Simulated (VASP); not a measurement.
A run of VASP 6.6.1:

Contents of INCAR:

```
SYSTEM = FeGe
  PREC = Accurate
  ENCUT = 600
  EDIFF = 1E-6
  ISMEAR = -1
  SIGMA = 0.08
  LREAL = .FALSE.
  LASPH = .TRUE.
  NELM = 150
  ALGO = Normal
  ISIF = 3
  LWAVE = .FALSE.
  LCHARG = .FALSE.
  ISPIN = 2
  MAGMOM = 2.5 0
  LORBIT = 11
  LMAXMIX = 4
  GGA = PS
  IBRION = 2
  NSW = 60
  EDIFFG = -0.005
  PSTRESS = 170.0
```

File KPOINTS:

```
regular mesh
0
G
  12 12 12
  0 0 0
```

File POSCAR:

```
FeGe
1.0
    0.0000000000      2.4305076820      2.4305076820
    2.4305076820      0.0000000000      2.4305076820
    2.4305076820      2.4305076820      0.0000000000
Fe Ge
1 1
Direct
    0.0000000000      0.0000000000      0.0000000000
    0.2500000000      0.2500000000      0.2500000000
```

Potentials or basis: VASP PAW PBE potentials, release 64 (Fe, Ge_d).

Run with:

```console
$ cat potpaw_PBE.64/Fe/POTCAR potpaw_PBE.64/Ge_d/POTCAR > POTCAR
$ mpirun -np 1 vasp_std > vasp.out
```

Hardware: 1 thread of Intel(R) Xeon(R) 6975P-C (Granite Rapids) (shared host).

Q: Estimate the wall time of this run.

A: Run time: 2.2 min on 1 thread of Intel(R) Xeon(R) 6975P-C (Granite Rapids), with other jobs on the host, peak memory 0.23 GiB. Counts: scf iterations 45, k points 72, ion steps 4.
